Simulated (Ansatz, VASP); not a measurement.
# One calculation of Ca, two programs

File INCAR:

```
SYSTEM = Ca
  ALGO = Normal
  EDIFF = 1E-7
  ENCUT = 520
  GGA = PS
  ISIF = 2
  ISMEAR = 0
  LASPH = .TRUE.
  LCHARG = .TRUE.
  LELF = .TRUE.
  LREAL = .FALSE.
  LVHAR = .TRUE.
  LWAVE = .FALSE.
  NBANDS = 11
  NELM = 100
  PREC = Accurate
  SIGMA = 0.1
```

File KPOINTS:

```
k-points
0
G
  12 12 12
  0 0 0
```

File POSCAR:

```
Ca
1.0
   -2.1982144041      2.1982144041      2.1300995988
    2.1982144041     -2.1982144041      2.1300995988
    2.2119307786      2.2119307786     -2.1300995988
Ca
1
Direct
    0.5000000000      0.5000000000      0.0000000000
```

Input for Ansatz:

```yaml
crystal:
  lattice:
    - [-2.1982144041, 2.1982144041, 2.1300995988]
    - [2.1982144041, -2.1982144041, 2.1300995988]
    - [2.2119307786, 2.2119307786, -2.1300995988]
  atoms:
    - { symbol: Ca, position: [0.5, 0.5, 0.0] }
basis:
  ecutwfc: 420
kpoints:
  mp_grid: { grid: [12, 12, 12] }
hamiltonian:
  xc: pbesol
scf:
  occupations: { method: gaussian, width: 0.1 }
output:
  forces: true
  stress: true
  eigenvalues: true
  populations: true
```

Alike in both runs: task single point; functional PBEsol; k mesh 12 × 12 × 12; occupations gaussian, width 0.1 eV; no spin polarisation.

|  | VASP | Ansatz |
| --- | --- | --- |
| version | VASP 6.6.1 | Ansatz 0.2.0 |
| potentials or method | VASP PAW PBE potentials, release 64 (Ca_sv), cutoff 520 eV | scalar-relativistic, plane waves, PAW |
| valence electrons in the cell | 10 | 10 |

```csv
,VASP,Ansatz,Ansatz less VASP
gap on the k mesh at the Fermi level (eV),none,none,-
pressure (GPa),-0.4,-0.4,-0.01
"traceless stress, the component that is largest in VASP (GPa)",-0.07,-0.07,0.000
```

VASP's potentials were made for PBE, not for PBEsol. A gap of «none» marks a metal or a gap that the smearing closes. The functional is the same, so the differences come from potentials, cutoffs and numerics.
